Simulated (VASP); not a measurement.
# Si15GeC16 (a cell with a defect) in VASP: single point with PBE

Aim: the single point of Si15GeC16 (a cell with a defect) with PBE.

All numbers are computed with VASP 6.6.1; they aren't measurements. Logs are shortened: lines on timing, memory, paths and dates and some standing lists are left out, and cuts for length are marked.

### Step 1. The cell of the first run

The cell holds a defect, 32 atoms: a = 6.152 Å, b = 6.152 Å, c = 10.096 Å, α = 90.00°, β = 90.00°, γ = 120.00°.

### Step 2. Single point, PBE

Input file INCAR:

```
SYSTEM = Si15GeC16
  PREC = Accurate
  ENCUT = 520
  EDIFF = 1E-7
  ISMEAR = -1
  SIGMA = 0.01
  LREAL = Auto
  LASPH = .TRUE.
  NELM = 80
  ALGO = Normal
  ISIF = 2
  LWAVE = .FALSE.
  LCHARG = .FALSE.
  GGA = PE
  NBANDS = 91
```

Input file KPOINTS:

```
regular mesh
0
G
  4 4 2
  0 0 0
```

Input file POSCAR:

```
Si15GeC16
1.0
    6.1520000000      0.0000000000      0.0000000000
   -3.0760000000      5.3277882840      0.0000000000
    0.0000000000      0.0000000000     10.0960000000
Ge Si C
1 15 16
Direct
    0.1666666667      0.3333333333      0.0031135443
    0.1666666667      0.3333333333      0.5025189746
    0.1674963340      0.8337481670      0.0018907718
    0.1662083940      0.8331041970      0.5023710516
    0.6662518330      0.3325036660      0.0018907718
    0.6668958030      0.3337916060      0.5023710516
    0.6662518330      0.8337481670      0.0018907718
    0.6668958030      0.8331041970      0.5023710516
    0.3340090414      0.1659909586      0.2538803397
    0.3340067081      0.1659932919      0.7510101016
    0.3340090414      0.6680180829      0.2538803397
    0.3340067081      0.6680134161      0.7510101016
    0.8319819171      0.1659909586      0.2538803397
    0.8319865839      0.1659932919      0.7510101016
    0.8333333333      0.6666666667      0.2519181281
    0.8333333333      0.6666666667      0.7521956172
    0.1666666667      0.3333333333      0.1975529691
    0.1666666667      0.3333333333      0.6906134246
    0.1669257161      0.8334628581      0.1900451175
    0.1659161158      0.8329580579      0.6894099897
    0.6665371419      0.3330742839      0.1900451175
    0.6670419421      0.3340838842      0.6894099897
    0.6665371419      0.8334628581      0.1900451175
    0.6670419421      0.8329580579      0.6894099897
    0.3336978003      0.1663021997      0.4411068482
    0.3380629987      0.1619370013      0.9376820917
    0.3336978003      0.6673956007      0.4411068482
    0.3380629987      0.6761259974      0.9376820917
    0.8326043993      0.1663021997      0.4411068482
    0.8238740026      0.1619370013      0.9376820917
    0.8333333333      0.6666666667      0.4396039835
    0.8333333333      0.6666666667      0.9402944229
```

Potentials or basis: VASP PAW PBE potentials, release 64 (Ge_d, Si, C).

Launch:

```sh
> cat potpaw_PBE.64/Ge_d/POTCAR potpaw_PBE.64/Si/POTCAR potpaw_PBE.64/C/POTCAR > POTCAR
> mpirun -np 1 vasp_std > vasp.out
```

OUTCAR:

```text
SYSTEM = Si15GeC16
   PREC = Accurate
   ENCUT = 520
   EDIFF = 1E-7
   ISMEAR = -1
   LREAL = Auto
   LASPH = .TRUE.
   NELM = 80
   ISIF = 2
   GGA = PE

 ion  position               nearest neighbor table
   1  0.167  0.333  0.003-  26 1.94  28 1.94  30 1.94  17 1.96
   2  0.167  0.333  0.503-  25 1.88  27 1.88  29 1.88  18 1.90   4 3.08   6 3.08   8 3.08   8 3.08
                             4 3.08   6 3.08  12 3.08  10 3.08  14 3.08   9 3.08  11 3.08  13 3.08
   3  0.167  0.834  0.002-  26 1.87  28 1.87  32 1.89  19 1.90   5 3.07   7 3.07   5 3.08   7 3.08
                            16 3.09  15 3.09  10 3.09  12 3.09  11 3.10   9 3.10
   4  0.166  0.833  0.502-  27 1.88  25 1.88  31 1.88  20 1.89   6 3.07   8 3.07  11 3.07   9 3.07
                            10 3.07  12 3.07   2 3.08   2 3.08   6 3.08   8 3.08  16 3.08  15 3.09
   5  0.666  0.333  0.002-  26 1.87  30 1.87  32 1.89  21 1.90   3 3.07   7 3.07   3 3.08   7 3.08
                            16 3.09  15 3.09  10 3.09  14 3.09  13 3.10   9 3.10
   6  0.667  0.334  0.502-  29 1.88  25 1.88  31 1.88  22 1.89   4 3.07   8 3.07  13 3.07   9 3.07
                            10 3.07  14 3.07   2 3.08   2 3.08   8 3.08   4 3.08  16 3.08  15 3.09
   7  0.666  0.834  0.002-  30 1.87  28 1.87  32 1.89  23 1.90   5 3.07   3 3.07   5 3.08   3 3.08
                            16 3.09  15 3.09  14 3.09  12 3.09  13 3.10  11 3.10
   8  0.667  0.833  0.502-  29 1.88  27 1.88  31 1.88  24 1.89   6 3.07   4 3.07  13 3.07  11 3.07
                            14 3.07  12 3.07   2 3.08   2 3.08   6 3.08   4 3.08  16 3.08  15 3.09
   9  0.334  0.166  0.254-  17 1.87  19 1.89  21 1.89  25 1.89  11 3.06  13 3.06   4 3.07   6 3.07
                            15 3.08  15 3.08   2 3.08  11 3.09  13 3.09   3 3.10   5 3.10
[... 16 lines left out ...]
  19  0.167  0.833  0.190-  15 1.88   9 1.89  11 1.89   3 1.90
  20  0.166  0.833  0.689-  10 1.88  12 1.88  16 1.88   4 1.89
  21  0.667  0.333  0.190-  15 1.88  13 1.89   9 1.89   5 1.90
  22  0.667  0.334  0.689-  10 1.88  14 1.88  16 1.88   6 1.89
[... 8 lines left out ...]
  31  0.833  0.667  0.440-   8 1.88   6 1.88   4 1.88  15 1.89
  32  0.833  0.667  0.940-   7 1.89   5 1.89   3 1.89  16 1.90

  LATTYP: Found a hexagonal cell.
 ALAT       =     6.1520000000
 C/A-ratio  =     1.6410923277

  Lattice vectors:

 A1 = (   6.1520000000,   0.0000000000,   0.0000000000)
 A2 = (  -3.0760000000,   5.3277882840,   0.0000000000)
 A3 = (   0.0000000000,   0.0000000000,  10.0960000000)

Analysis of symmetry for initial positions (statically):
=====================================================================
 Subroutine PRICEL returns:
 Original cell was already a primitive cell.

 Routine SETGRP: Setting up the symmetry group for a
 hexagonal supercell.

 Subroutine GETGRP returns: Found  6 space group operations
 (whereof  2 operations were pure point group operations)
 out of a pool of 24 trial point group operations.

The static configuration has the point symmetry C_1h.
 The point group associated with its full space group is C_3v.

Analysis of symmetry for dynamics (positions and initial velocities):
=====================================================================
 Subroutine PRICEL returns:
 Original cell was already a primitive cell.

 Routine SETGRP: Setting up the symmetry group for a
 hexagonal supercell.

 Subroutine GETGRP returns: Found  6 space group operations
 (whereof  2 operations were pure point group operations)
 out of a pool of 24 trial point group operations.

The dynamic configuration has the point symmetry C_1h.
 The point group associated with its full space group is C_3v.

 Subroutine INISYM returns: Found  6 space group operations
 (whereof  2 operations are pure point group operations),
 and found     1 'primitive' translations

----------------------------------------------------------------------------------------

                                     Primitive cell

  volume of cell :     330.9121

  direct lattice vectors                    reciprocal lattice vectors
     6.152000000  0.000000000  0.000000000     0.162548765  0.093847573  0.000000000
    -3.076000000  5.327788284  0.000000000     0.000000000  0.187695146  0.000000000
     0.000000000  0.000000000 10.096000000     0.000000000  0.000000000  0.099049128

  length of vectors
     6.152000000  6.152000000 10.096000000     0.187695146  0.187695146  0.099049128

  position of ions in fractional coordinates (direct lattice)
     0.166666667  0.333333333  0.003113544
     0.166666667  0.333333333  0.502518975
     0.167496334  0.833748167  0.001890772
     0.166208394  0.833104197  0.502371052
     0.666251833  0.332503666  0.001890772
     0.666895803  0.333791606  0.502371052
[... 24 lines left out ...]
     0.833333333  0.666666667  0.439603983
     0.833333333  0.666666667  0.940294423

  ion indices of the primitive-cell ions
   primitive index   ion index
                 1           1
                 2           2
                 3           3
                 4           4
                 5           5
                 6           6
[... 24 lines left out ...]
                31          31
                32          32

----------------------------------------------------------------------------------------

 KPOINTS: regular mesh

Automatic generation of k-mesh.
 Grid dimensions read from file:
 generate k-points for:    4    4    2

 Generating k-lattice:

  Cartesian coordinates                     Fractional coordinates (reciprocal lattice)
     0.040637191  0.023461893  0.000000000     0.250000000  0.000000000  0.000000000
     0.000000000  0.046923787  0.000000000     0.000000000  0.250000000  0.000000000
     0.000000000  0.000000000  0.049524564     0.000000000  0.000000000  0.500000000

  Length of vectors
     0.046923787  0.046923787  0.049524564

  Shift w.r.t. Gamma in fractional coordinates (k-lattice)
     0.000000000  0.000000000  0.000000000

 Subroutine IBZKPT returns following result:
 ===========================================

 Found      8 irreducible k-points:

 Following reciprocal coordinates:
            Coordinates               Weight
  0.000000  0.000000  0.000000      1.000000
  0.250000  0.000000  0.000000      6.000000
  0.500000  0.000000  0.000000      3.000000
  0.250000  0.250000  0.000000      6.000000
  0.000000  0.000000  0.500000      1.000000
  0.250000  0.000000  0.500000      6.000000
  0.500000  0.000000  0.500000      3.000000
  0.250000  0.250000  0.500000      6.000000
   k-points           NKPTS =      8   k-points in BZ     NKDIM =      8   number of bands    NBANDS=     91
   number of dos      NEDOS =    301   number of ions     NIONS =     32
   total plane-waves  NPLWV = 184320
   dimension x,y,z NGX =    48 NGY =   48 NGZ =   80
   dimension x,y,z NGXF=    96 NGYF=   96 NGZF=  160
   ions per type =               1  15  16
   NGX,Y,Z   is equivalent  to a cutoff of  12.97, 12.97, 13.17 a.u.
   NGXF,Y,Z  is equivalent  to a cutoff of  25.94, 25.94, 26.35 a.u.
 SYSTEM =  Si15GeC16
   PREC   = accura    normal or accurate (medium, high low for compatibility)
   ISTART =      0    job   : 0-new  1-cont  2-samecut
   ICHARG =      2    charge: 1-file 2-atom 10-const
   ISPIN  =      1    spin polarized calculation?
   LNONCOLLINEAR =      F non collinear calculations
   LSORBIT =      F    spin-orbit coupling
   LASPH  =      T    aspherical Exc in radial PAW
   ENCUT  =  520.0 eV  38.22 Ry    6.18 a.u.  11.44 11.44 18.77*2*pi/ulx,y,z
   NELM   =     80;   NELMIN=  2; NELMDL= -5     # of ELM steps
   EDIFF  = 0.1E-06   stopping-criterion for ELM
   LREAL  =      T    real-space projection
   EDIFFG = 0.1E-05   stopping-criterion for IOM
   NSW    =      0    number of steps for IOM
   IBRION =     -1    ionic relax: 0-MD 1-quasi-New 2-CG
   NFREE  =      0    steps in history (QN), initial steepest desc. (CG)
   ISIF   =      2    stress and relaxation
   ISYM   =      2    0-nonsym 1-usesym 2-fastsym
   POTIM  = 0.5000    time-step for ionic-motion
   TEBEG  =    0.0;   TEEND  =   0.0 temperature during run
   PSTRESS=    0.0 pullay stress
   NELECT =     138.0000    total number of electrons
   NUPDOWN=      -1.0000    fix difference up-down
   EMIN   =  10.00;   EMAX   =-10.00  energy-range for DOS
   EFERMI =   0.00;   METHOD = LEGACY
   ISMEAR =    -1;   SIGMA  =   0.01  broadening in eV -4-tet -1-fermi 0-gaus
   EFERMI_NEDOS =   21; number of points for ismear=-14 and -15
   IALGO  =     38    algorithm
   IMIX   =      4    mixing-type and parameters
     AMIX     =   0.40;   BMIX     =  1.00
     AMIX_MAG =   1.60;   BMIX_MAG =  1.00
  volume/ion in A,a.u.               =      10.34        69.78
  Fermi-wavevector in a.u.,A,eV,Ry     =   1.223105  2.311333 20.354115  1.495985
  Thomas-Fermi vector in A             =   2.358228
   LORBIT       =      0    0 simple, 1 ext, 2 COOP (PROOUT), +10 PAW based schemes
   GGA     = PE    functional components
   LHFCALC =     F    Hartree Fock is set to
   AEXX    =    0.0000 exact exchange contribution
   IVDW    =     0    specifies the selected vdW correction
   LEPSILON=     F    determine dielectric tensor
   LRPA    =     F    only Hartree local field effects (RPA)
 non-spin polarized calculation
  energy-cutoff  :      520.00
  volume of cell :      330.91
 maximum number of plane-waves:      8977
 NGX is ok and might be reduce to    48
   NGX = 23   NGY = 23   NGZ = 37

 number of electron     138.0000004 magnetization

 Free energy of the ion-electron system (eV)
  ---------------------------------------------------
  ext. energy  EPLUGINS =         0.00000000
  ---------------------------------------------------
  free energy    TOTEN  =      -238.45995772 eV

  energy without entropy =     -238.45995772  energy(sigma->0) =     -238.45995772

 E-fermi :   8.5291     XC(G=0): -11.4177

 val. band max:        8.2944428651   @ k =   0.0000   0.0000   0.0000
 cond. band min:      10.8192780328   @ k =   0.2500   0.2500   0.0000
 fundamental gap:      2.5248351677
 Fermi energy:         8.5291368332

 k-point     1 :       0.0000    0.0000    0.0000
  band No.  band energies     occupation
      1     -15.5501      2.00000
      2     -15.5501      2.00000
      3     -15.5471      2.00000
      4     -15.4805      2.00000
      5     -15.4805      2.00000
      6      -7.3727      2.00000
[... 661 lines left out ...]
     80      13.6532      0.00000
     81      13.7091      0.00000
 [bands above 81 left out]

------------------------ aborting loop because EDIFF is reached ----------------------------------------

  FORCE on cell =-STRESS in cart. coord.  units (eV):
  Direction    XX          YY          ZZ          XY          YZ          ZX
  --------------------------------------------------------------------------------------
  -------------------------------------------------------------------------------------
  Total       11.3010274     11.3010274     11.4508452     -0.0000000      0.0000000      0.0000000
  in kB       54.7161945     54.7161945     55.4415673     -0.0000000      0.0000000      0.0000000
  external PRESSURE =      54.9579854 kB  Pullay stress =       0.0000000 kB

 VOLUME and BASIS-vectors are now :
 -----------------------------------------------------------------------------
  energy-cutoff  :      520.00
  volume of cell :      330.91
      direct lattice vectors                 reciprocal lattice vectors
     6.152000000  0.000000000  0.000000000     0.162548765  0.093847573  0.000000000
    -3.076000000  5.327788284  0.000000000     0.000000000  0.187695146  0.000000000
     0.000000000  0.000000000 10.096000000     0.000000000  0.000000000  0.099049128

 POSITION                                       TOTAL-FORCE (eV/Angst)
 -----------------------------------------------------------------------------------
      0.00000      1.77593      0.03143        -0.000000      0.000000     -0.003882
      0.00000      1.77593      5.07343        -0.000000      0.000000     -0.000639
     -1.53417      4.44203      0.01909         0.000443      0.000256      0.001072
     -1.54011      4.43860      5.07194         0.000751      0.000433      0.003260
      3.07600      1.77151      0.01909        -0.000000     -0.000512      0.001072
      3.07600      1.77837      5.07194        -0.000000     -0.000867      0.003260
[... 24 lines left out ...]
      3.07600      3.55186      4.43824         0.000000      0.000000     -0.003631
      3.07600      3.55186      9.49321        -0.000000     -0.000000      0.001264
 -----------------------------------------------------------------------------------
    total drift:                                0.000001     -0.000001     -0.101616

  FREE ENERGIE OF THE ION-ELECTRON SYSTEM (eV)
  ---------------------------------------------------
  free  energy   TOTEN  =      -238.4599577221 eV

  energy  without entropy=     -238.4599577221  energy(sigma->0) =     -238.45995772
```

It took 17 min on 1 thread of Intel Xeon 8259CL, shared host; peak memory 0.47 GiB.

Results:

```yaml
Free_energy: -238.4600 eV
Pressure: 5.5 GPa
Largest_force: 0.021 eV/Å
Band_gap_on_the_k_mesh: 2.52 eV
```

Forces on the atoms (eV/Å):
```
Ge   0.000  0.000 -0.004
Si   0.000  0.000 -0.001
Si   0.000  0.000  0.001
Si   0.001  0.000  0.003
Si   0.000 -0.001  0.001
Si   0.000 -0.001  0.003
Si   0.000  0.000  0.001
Si  -0.001  0.000  0.003
Si   0.000  0.000  0.006
Si   0.000  0.000  0.003
Si   0.000  0.000  0.006
Si   0.000  0.000  0.003
Si   0.000  0.000  0.006
Si   0.000  0.000  0.003
Si   0.000  0.000  0.004
Si   0.000  0.000  0.002
C    0.000  0.000  0.002
C    0.000  0.000 -0.003
C    0.001  0.001 -0.009
C    0.001  0.000 -0.004
C    0.000 -0.001 -0.009
C    0.000 -0.001 -0.004
C   -0.001  0.001 -0.009
C   -0.001  0.000 -0.004
C    0.005 -0.003 -0.014
C   -0.014  0.008  0.014
C    0.000  0.006 -0.014
C    0.000 -0.016  0.014
C   -0.005 -0.003 -0.014
C    0.014  0.008  0.014
C    0.000  0.000 -0.004
C    0.000  0.000  0.001
```
